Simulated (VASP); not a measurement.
# Ru (P6_3/mmc) in VASP: further runs

The runs below take Ru through single point, relaxation of cell and atoms, with PBEsol.

Everything below comes from runs of VASP 6.6.1. Logs are shortened: lines on timing, memory, paths and dates and some standing lists are left out, and cuts for length are marked.

### 1 The cell of the first run

It takes space group P6_3/mmc (No. 194, hexagonal). Conventional cell: a = 2.690 Å, b = 2.690 Å, c = 4.250 Å, α = 90.00°, β = 90.00°, γ = 120.00°. Ru (site symmetry -6m2) has 12 Ru at 2.63 to 2.69 Å within 3.5 Å.

### 2 Single point, PBEsol

Input file INCAR:

```
SYSTEM = Ru
ALGO     = Normal         ! electronic algorithm
EDIFF    = 1E-6           ! SCF threshold, eV
ENCUT    = 520            ! plane-wave cutoff, eV
GGA      = PS             ! functional
ISIF     = 2              ! what is computed and relaxed
ISMEAR   = -1             ! smearing method
LASPH    = .TRUE.         ! aspherical terms in the spheres
LCHARG   = .FALSE.        ! write CHGCAR
LREAL    = .FALSE.        ! projectors in reciprocal space
LWAVE    = .FALSE.        ! write WAVECAR
NBANDS   = 21             ! bands
NELM     = 60             ! most SCF steps
PREC     = Accurate       ! precision mode
SIGMA    = 0.05           ! smearing width, eV
```

Input file KPOINTS:

```
k-points
0
G
  19 19 10
  0 0 0
```

Input file POSCAR:

```
Ru
1.0
    2.6901084693      0.0000000000      0.0000000000
   -1.3450542347      2.3297022734      0.0000000000
    0.0000000000      0.0000000000      4.2498124732
Ru
2
Direct
    0.3333333333      0.6666666667      0.2500000000
    0.6666666667      0.3333333333      0.7500000000
```

Potentials or basis: VASP PAW PBE potentials, release 64 (Ru_pv).

Command:

```
$ cat potpaw_PBE.64/Ru_pv/POTCAR > POTCAR
$ mpirun -np 1 vasp_std > vasp.out
```

OUTCAR:

```text
SYSTEM = Ru
   EDIFF = 1E-6
   ENCUT = 520
   GGA = PS
   ISIF = 2
   ISMEAR = -1
   LASPH = .TRUE.
   LREAL = .FALSE.
   NELM = 60
   PREC = Accurate

 ion  position               nearest neighbor table
   1  0.333  0.667  0.250-   2 2.63   2 2.63   2 2.63   2 2.63   2 2.63   2 2.63
   2  0.667  0.333  0.750-   1 2.63   1 2.63   1 2.63   1 2.63   1 2.63   1 2.63

  LATTYP: Found a hexagonal cell.
 ALAT       =     2.6901084693
 C/A-ratio  =     1.5797922358

  Lattice vectors:

 A1 = (   2.6901084693,   0.0000000000,   0.0000000000)
 A2 = (  -1.3450542347,   2.3297022734,   0.0000000000)
 A3 = (   0.0000000000,   0.0000000000,   4.2498124732)

Analysis of symmetry for initial positions (statically):
=====================================================================
 Subroutine PRICEL returns:
 Original cell was already a primitive cell.

 Routine SETGRP: Setting up the symmetry group for a
 hexagonal supercell.

 Subroutine GETGRP returns: Found 24 space group operations
 (whereof 12 operations were pure point group operations)
 out of a pool of 24 trial point group operations.

The static configuration has the point symmetry D_3d.
 The point group associated with its full space group is D_6h.

Analysis of symmetry for dynamics (positions and initial velocities):
=====================================================================
 Subroutine PRICEL returns:
 Original cell was already a primitive cell.

 Routine SETGRP: Setting up the symmetry group for a
 hexagonal supercell.

 Subroutine GETGRP returns: Found 24 space group operations
 (whereof 12 operations were pure point group operations)
 out of a pool of 24 trial point group operations.

The dynamic configuration has the point symmetry D_3d.
 The point group associated with its full space group is D_6h.

 Subroutine INISYM returns: Found 24 space group operations
 (whereof 12 operations are pure point group operations),
 and found     1 'primitive' translations

----------------------------------------------------------------------------------------

                                     Primitive cell

  volume of cell :      26.6342

  direct lattice vectors                    reciprocal lattice vectors
     2.690108469  0.000000000  0.000000000     0.371732222  0.214619699  0.000000000
    -1.345054235  2.329702273  0.000000000     0.000000000  0.429239397  0.000000000
     0.000000000  0.000000000  4.249812473     0.000000000  0.000000000  0.235304500

  length of vectors
     2.690108469  2.690108469  4.249812473     0.429239397  0.429239397  0.235304500

  position of ions in fractional coordinates (direct lattice)
     0.333333333  0.666666667  0.250000000
     0.666666667  0.333333333  0.750000000

  ion indices of the primitive-cell ions
   primitive index   ion index
                 1           1
                 2           2

----------------------------------------------------------------------------------------

 KPOINTS: k-points

Automatic generation of k-mesh.
 Grid dimensions read from file:
 generate k-points for:   19   19   10

 Generating k-lattice:

  Cartesian coordinates                     Fractional coordinates (reciprocal lattice)
     0.019564854  0.011295774  0.000000000     0.052631579  0.000000000  0.000000000
     0.000000000  0.022591547  0.000000000     0.000000000  0.052631579  0.000000000
     0.000000000  0.000000000  0.023530450     0.000000000  0.000000000  0.100000000

  Length of vectors
     0.022591547  0.022591547  0.023530450

  Shift w.r.t. Gamma in fractional coordinates (k-lattice)
     0.000000000  0.000000000  0.000000000

 Subroutine IBZKPT returns following result:
 ===========================================

 Found    240 irreducible k-points:

 Following reciprocal coordinates:
            Coordinates               Weight
  0.000000  0.000000  0.000000      1.000000
  0.052632  0.000000  0.000000      6.000000
  0.105263  0.000000  0.000000      6.000000
  0.157895  0.000000  0.000000      6.000000
  0.210526  0.000000  0.000000      6.000000
  0.263158  0.000000  0.000000      6.000000
[... 16 lines left out ...]
  0.263158  0.105263  0.000000     12.000000
  0.315789  0.105263  0.000000     12.000000
 [... further k-points ...]
   k-points           NKPTS =    240   k-points in BZ     NKDIM =    240   number of bands    NBANDS=     21
   number of dos      NEDOS =    301   number of ions     NIONS =      2
   total plane-waves  NPLWV =  12800
   dimension x,y,z NGX =    20 NGY =   20 NGZ =   32
   dimension x,y,z NGXF=    40 NGYF=   40 NGZF=   64
   ions per type =               2
   NGX,Y,Z   is equivalent  to a cutoff of  12.36, 12.36, 12.52 a.u.
   NGXF,Y,Z  is equivalent  to a cutoff of  24.72, 24.72, 25.04 a.u.
 SYSTEM =  Ru
   PREC   = accura    normal or accurate (medium, high low for compatibility)
   ISTART =      0    job   : 0-new  1-cont  2-samecut
   ICHARG =      2    charge: 1-file 2-atom 10-const
   ISPIN  =      1    spin polarized calculation?
   LNONCOLLINEAR =      F non collinear calculations
   LSORBIT =      F    spin-orbit coupling
   LASPH  =      T    aspherical Exc in radial PAW
   ENCUT  =  520.0 eV  38.22 Ry    6.18 a.u.   5.00  5.00  7.90*2*pi/ulx,y,z
   NELM   =     60;   NELMIN=  2; NELMDL= -5     # of ELM steps
   EDIFF  = 0.1E-05   stopping-criterion for ELM
   LREAL  =      F    real-space projection
   EDIFFG = 0.1E-04   stopping-criterion for IOM
   NSW    =      0    number of steps for IOM
   IBRION =     -1    ionic relax: 0-MD 1-quasi-New 2-CG
   NFREE  =      0    steps in history (QN), initial steepest desc. (CG)
   ISIF   =      2    stress and relaxation
   ISYM   =      2    0-nonsym 1-usesym 2-fastsym
   POTIM  = 0.5000    time-step for ionic-motion
   TEBEG  =    0.0;   TEEND  =   0.0 temperature during run
   PSTRESS=    0.0 pullay stress
   NELECT =      28.0000    total number of electrons
   NUPDOWN=      -1.0000    fix difference up-down
   EMIN   =  10.00;   EMAX   =-10.00  energy-range for DOS
   EFERMI =   0.00;   METHOD = LEGACY
   ISMEAR =    -1;   SIGMA  =   0.05  broadening in eV -4-tet -1-fermi 0-gaus
   EFERMI_NEDOS =   21; number of points for ismear=-14 and -15
   IALGO  =     38    algorithm
   IMIX   =      4    mixing-type and parameters
     AMIX     =   0.40;   BMIX     =  1.00
     AMIX_MAG =   1.60;   BMIX_MAG =  1.00
  volume/ion in A,a.u.               =      13.32        89.87
  Fermi-wavevector in a.u.,A,eV,Ry     =   1.664616  3.145669 37.701035  2.770948
  Thomas-Fermi vector in A             =   2.751129
   LORBIT       =      0    0 simple, 1 ext, 2 COOP (PROOUT), +10 PAW based schemes
   GGA     = PS    functional components
   LHFCALC =     F    Hartree Fock is set to
   AEXX    =    0.0000 exact exchange contribution
   IVDW    =     0    specifies the selected vdW correction
   LEPSILON=     F    determine dielectric tensor
   LRPA    =     F    only Hartree local field effects (RPA)
 non-spin polarized calculation
  energy-cutoff  :      520.00
  volume of cell :       26.63
 maximum number of plane-waves:       735
 NGX is ok and might be reduce to    20
   NGX =  9   NGY =  9   NGZ = 15

 number of electron      27.9999997 magnetization

 Free energy of the ion-electron system (eV)
  ---------------------------------------------------
  ext. energy  EPLUGINS =         0.00000000
  ---------------------------------------------------
  free energy    TOTEN  =       -20.35001535 eV

  energy without entropy =      -20.33780347  energy(sigma->0) =      -20.34390941

 E-fermi :  13.0656     XC(G=0): -14.4012

 val. band max:       13.0556636900   @ k =   0.2632   0.2105   0.2000
 cond. band min:      13.0675243373   @ k =   0.3158   0.0000   0.2000
 fundamental gap:      0.0118606473
 Fermi energy:        13.0656239552

 k-point     1 :       0.0000    0.0000    0.0000
  band No.  band energies     occupation
      1     -30.6284      2.00000
      2     -29.6280      2.00000
      3     -29.6280      2.00000
      4     -29.4449      2.00000
      5     -29.4449      2.00000
      6     -29.3987      2.00000
[... 13 lines left out ...]
     20      23.3048      0.00000
     21      23.6303      0.00000

 k-point     2 :       0.0526    0.0000    0.0000
  band No.  band energies     occupation
      1     -30.6183      2.00000
      2     -29.6497      2.00000
      3     -29.6354      2.00000
      4     -29.4676      2.00000
      5     -29.4478      2.00000
      6     -29.4034      2.00000
[... 13 lines left out ...]
     20      23.3047      0.00000
     21      23.6163      0.00000

 k-point     3 :       0.1053    0.0000    0.0000
  band No.  band energies     occupation
      1     -30.5883      2.00000
      2     -29.7123      2.00000
      3     -29.6563      2.00000
      4     -29.5326      2.00000
      5     -29.4564      2.00000
      6     -29.4176      2.00000
[... 13 lines left out ...]
     20      23.3047      0.00000
     21      23.5715      0.00000

 k-point     4 :       0.1579    0.0000    0.0000
  band No.  band energies     occupation
      1     -30.5402      2.00000
      2     -29.8093      2.00000
      3     -29.6879      2.00000
      4     -29.6314      2.00000
      5     -29.4704      2.00000
      6     -29.4413      2.00000
[... 13 lines left out ...]
     20      23.3046      0.00000
     21      23.4969      0.00000

 k-point     5 :       0.2105    0.0000    0.0000
  band No.  band energies     occupation
      1     -30.4766      2.00000
      2     -29.9299      2.00000
      3     -29.7516      2.00000
      4     -29.7262      2.00000
      5     -29.4888      2.00000
      6     -29.4745      2.00000
[... 13 lines left out ...]
     20      23.3045      0.00000
     21      23.4153      0.00000

 k-point     6 :       0.2632    0.0000    0.0000
  band No.  band energies     occupation
      1     -30.4012      2.00000
      2     -30.0611      2.00000
      3     -29.8790      2.00000
      4     -29.7667      2.00000
      5     -29.5167      2.00000
      6     -29.5096      2.00000
[... 13 lines left out ...]
     20      23.3043      0.00000
     21      23.3610      0.00000

 k-point     7 :       0.3158    0.0000    0.0000
  band No.  band energies     occupation
      1     -30.3189      2.00000
      2     -30.1885      2.00000
      3     -30.0000      2.00000
      4     -29.8052      2.00000
      5     -29.5666      2.00000
      6     -29.5305      2.00000
[... 13 lines left out ...]
     20      23.3037      0.00000
     21      23.3276      0.00000
[... 291 lines left out ...]
      1     -30.5123      2.00000
      2     -29.8410      2.00000
      3     -29.7652      2.00000
      4     -29.6329      2.00000
      5     -29.4940      2.00000
      6     -29.4556      2.00000
[... 13 lines left out ...]
     20      23.3045      0.00000
     21      23.4640      0.00000

 k-point    21 :       0.1579    0.1053    0.0000
  band No.  band energies     occupation
      1     -30.4503      2.00000
      2     -29.9403      2.00000
      3     -29.8608      2.00000
      4     -29.6899      2.00000
      5     -29.5227      2.00000
      6     -29.4889      2.00000
[... 13 lines left out ...]
     20      23.3045      0.00000
     21      23.4065      0.00000

 k-point    22 :       0.2105    0.1053    0.0000
  band No.  band energies     occupation
      1     -30.3765      2.00000
      2     -30.0584      2.00000
      3     -29.9541      2.00000
      4     -29.7521      2.00000
      5     -29.5515      2.00000
      6     -29.5311      2.00000
[... 13 lines left out ...]
     20      23.3042      0.00000
     21      23.3727      0.00000

 k-point    23 :       0.2632    0.1053    0.0000
  band No.  band energies     occupation
      1     -30.2957      2.00000
      2     -30.1777      2.00000
      3     -30.0394      2.00000
      4     -29.8122      2.00000
      5     -29.5813      2.00000
      6     -29.5782      2.00000
[... 13 lines left out ...]
     20      23.3036      0.00000
     21      23.3477      0.00000

 k-point    24 :       0.3158    0.1053    0.0000
  band No.  band energies     occupation
      1     -30.2812      2.00000
      2     -30.2141      2.00000
      3     -30.1118      2.00000
      4     -29.8631      2.00000
      5     -29.6363      2.00000
      6     -29.6010      2.00000
[... 13 lines left out ...]
     20      23.3046      0.00000
     21      23.9281      0.00000

 [... further k-points ...]

------------------------ aborting loop because EDIFF is reached ----------------------------------------

  FORCE on cell =-STRESS in cart. coord.  units (eV):
  Direction    XX          YY          ZZ          XY          YZ          ZX
  --------------------------------------------------------------------------------------
  -------------------------------------------------------------------------------------
  Total        0.0052926      0.0052926      0.0041018     -0.0000000      0.0000000     -0.0000000
  in kB        0.3183750      0.3183750      0.2467431     -0.0000000      0.0000000     -0.0000000
  external PRESSURE =       0.2944977 kB  Pullay stress =       0.0000000 kB

 VOLUME and BASIS-vectors are now :
 -----------------------------------------------------------------------------
  energy-cutoff  :      520.00
  volume of cell :       26.63
      direct lattice vectors                 reciprocal lattice vectors
     2.690108469  0.000000000  0.000000000     0.371732222  0.214619699  0.000000000
    -1.345054235  2.329702273  0.000000000     0.000000000  0.429239397  0.000000000
     0.000000000  0.000000000  4.249812473     0.000000000  0.000000000  0.235304500

 POSITION                                       TOTAL-FORCE (eV/Angst)
 -----------------------------------------------------------------------------------
     -0.00000      1.55313      1.06245        -0.000000      0.000000      0.000000
      1.34505      0.77657      3.18736         0.000000     -0.000000      0.000000
 -----------------------------------------------------------------------------------
    total drift:                               -0.000000      0.000000     -0.000000

  FREE ENERGIE OF THE ION-ELECTRON SYSTEM (eV)
  ---------------------------------------------------
  free  energy   TOTEN  =       -20.3500153532 eV

  energy  without entropy=      -20.3378034749  energy(sigma->0) =      -20.34390941
```

Run time: 80 s. Hardware: 1 thread of Intel Xeon Platinum 8259CL at 2.50GHz (Skylake/Cascade Lake), shared host; peak memory 0.22 GiB.

What came out:

- Free energy: -20.3500 eV
- Pressure: 0.0 GPa
- Band gap on the k mesh: zero (bands 14 and 15 overlap by 3.21 eV)

Caveat: the PAW data sets were made with another functional, which shifts forces and pressure a little.

### 3 Single point, PBEsol

INCAR, as its differences from that of step 2:

```diff
@@ -12,3 +12,3 @@
 NBANDS   = 21             ! bands
-NELM     = 60             ! most SCF steps
+NELM     = 100            ! most SCF steps
 PREC     = Accurate       ! precision mode
```

KPOINTS is that of step 2.

Input file POSCAR:

```
Ru
1.0
    2.6901076061      0.0000000000      0.0000000000
   -1.3450538030      2.3297015258      0.0000000000
    0.0000000000      0.0000000000      4.2498206291
Ru
2
Direct
    0.3333333333      0.6666666667      0.2500000000
    0.6666666667      0.3333333333      0.7500000000
```

Potentials or basis: VASP PAW PBE potentials, release 64 (Ru_pv).

Command:

```
$ cat potpaw_PBE.64/Ru_pv/POTCAR > POTCAR
$ mpirun -np 1 vasp_std > vasp.out
```

Wall time 71 s (1 thread of Intel Xeon Platinum 8259CL at 2.50GHz (Skylake/Cascade Lake), shared host); peak memory 0.22 GiB.

The run converged. Its results:

```
Free energy            : -20.3500 eV
Pressure               : 0.0 GPa
Band gap on the k mesh : zero (bands 14 and 15 overlap by 3.21 eV)
```

Levels at points of the mesh, in eV from the Fermi level:
```csv
k point,band 11,band 12,band 13,band 14,band 15,band 16,band 17,band 18
"(0.00, 0.00, 0.00)",-2.50,-1.99,-1.99,-1.46,-1.46,1.22,1.22,1.27
"(0.00, 0.00, 0.50)",-2.87,-2.87,-2.80,-2.80,0.56,0.56,0.56,0.56
```

Caveat: the PAW data sets were made with another functional, which shifts forces and pressure a little.

(Part 1 of 2 ends here.)
